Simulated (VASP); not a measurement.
C:

```xyz
2
Lattice="0.0000 2.1270 3.3480 1.2280 0.0000 3.3480 1.2280 2.1270 0.0000" Properties=species:S:1:pos:R:3 pbc="T T T"
C     1.2280    0.7090    3.3480
C     1.2280    3.5450    3.3480
```

Program: VASP 6.6.1. Alike in all runs: task single point; level r2SCAN; potentials or basis VASP PAW PBE potentials, release 64 (C); no spin polarisation; cell as given; cutoff (eV) 520. Hardware: 1 thread of Intel(R) Xeon(R) Platinum 8488C (Sapphire Rapids), on a shared host.

Question: Order these runs on this cell by their wall time, lowest first.
A. k mesh 13 × 13 × 13; smearing methfessel-paxton 0.079 eV
B. k mesh 4 × 4 × 4; smearing methfessel-paxton 0.1 eV
C. k mesh 7 × 7 × 7; smearing methfessel-paxton 0.1 eV

Answer: B (13 s), C (46 s), A (220 s).

Caveats: some runs use coarse meshes.
